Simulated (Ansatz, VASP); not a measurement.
Two plane-wave programs on Cd

```
Cd
1.0
     0.00000    3.43515    3.43515
     3.43515    0.00000    3.43515
     3.43515    3.43515    0.00000
Cd
2
Direct
  0.12500 0.12500 0.12500
  0.87500 0.87500 0.87500
```

Alike in both runs: functional revPBE; k mesh 9 × 9 × 9; occupations fermi-dirac, width 0.1 eV; no spin polarisation.

Ansatz relaxed the structure, and its values are those at the end. VASP's run is a single point on that final structure, the one shown.

|  | VASP | Ansatz |
| --- | --- | --- |
| version | VASP 6.6.1 | Ansatz 0.2.0 |
| potentials or method | VASP PAW PBE potentials, release 64 (Cd), cutoff 520 eV | plane waves (420 eV) with PAW, scalar-relativistic |
| valence electrons in the cell | 24 | 40 |

VASP gave:

```
pressure (GPa) : 0.1
```

Question: Estimate Ansatz's values.

Answer: Pressure (GPa): 0.0.

VASP's potentials were made for PBE, not for revPBE. VASP's potentials hold 24 valence electrons a cell and Ansatz's 40, so a difference there can come from the potentials and not from the codes.
